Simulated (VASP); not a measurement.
Runs of VASP 6.6.1 on ZrH3. The structure is that of space group Pm-3m (No. 221), or close to it. The cells are those of the table. 

```csv
task,cell,cutoff (eV),gap on the mesh (eV),pressure (GPa)
single point,"a = 3.081 Å, 4 atoms",520,none,4.2
relaxation of cell and atoms,"relaxed from a = 3.126 Å, 4 atoms",600,none,0.0
single point,"a = 3.173 Å, 4 atoms",520,none,(a)
single point,"a = 3.143 Å, 4 atoms",520,none,-3.9
single point,"a = 3.049 Å, 4 atoms",520,none,(b)
single point,"a = 3.112 Å, 4 atoms",520,none,-0.1
```

Alike in all rows: level r2SCAN; potentials or basis VASP PAW PBE potentials, release 64 (Zr_sv, H); no spin polarisation; k mesh 14 × 14 × 14; smearing gaussian 0.1 eV.

Estimate the missing entries.

(a) -7.2; (b) 9.2.

Caveats: the PAW data sets were made with another functional, which shifts forces and pressure a little; the cell stands under pressure (at least some runs); the cell stands under tension (at least some runs).

A k mesh can miss the band edges, and the runs leave out spin-orbit coupling on Zr.

A gap of «none» marks levels without a gap at the run's occupations.
